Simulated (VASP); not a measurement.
**Ge: single point with PBEsol**

Ge:

```
CELL_PARAMETERS angstrom
0.00000 2.66383 2.66383
2.66383 0.00000 2.66383
2.66383 2.66383 0.00000
ATOMIC_POSITIONS crystal
Ge 0.75000 0.75000 0.75000
Ge 0.50000 0.50000 0.50000
```

- Program: VASP 6.6.1
- Task: single point
- Functional: PBEsol
- Potentials or basis: VASP PAW PBE potentials, release 64 (Ge_d)
- Cutoff: 520 eV
- k mesh: 8 × 8 × 8
- Occupations: fermi-dirac, width 0.05 eV
- Spin: no spin polarisation

| Quantity | Value |
| --- | --- |
| Pressure | 19.9 GPa |
| Band gap on the k mesh | 0.21 eV, indirect (least direct gap 1.74 eV) |

Levels at points of the mesh, in eV from the valence-band top:
| k point | band 10 | band 11 | band 12 | band 13 | band 14 | band 15 | band 16 | band 17 | band 18 | band 19 |
| --- | --- | --- | --- | --- | --- | --- | --- | --- | --- | --- |
| (0.00, 0.00, 0.00) | -24.70 | -14.33 | 0.00 | 0.00 | 0.00 | 1.74 | 2.58 | 2.58 | 2.58 | 6.65 |
| (0.50, 0.00, 0.00) | -24.67 | -11.73 | -8.63 | -1.72 | -1.72 | 0.73 | 3.76 | 3.76 | 6.97 | 11.69 |
| (0.50, 0.50, 0.00) | -24.64 | -9.69 | -9.69 | -3.79 | -3.79 | 0.37 | 0.37 | 11.06 | 11.06 | 13.48 |

Run time: 17 s on 1 thread of Intel(R) Xeon(R) 6975P-C (Granite Rapids), with other jobs on the host, peak memory 0.15 GiB.

Caveat: the PAW data sets were made with another functional, which shifts forces and pressure a little. A k mesh can miss the band edges.
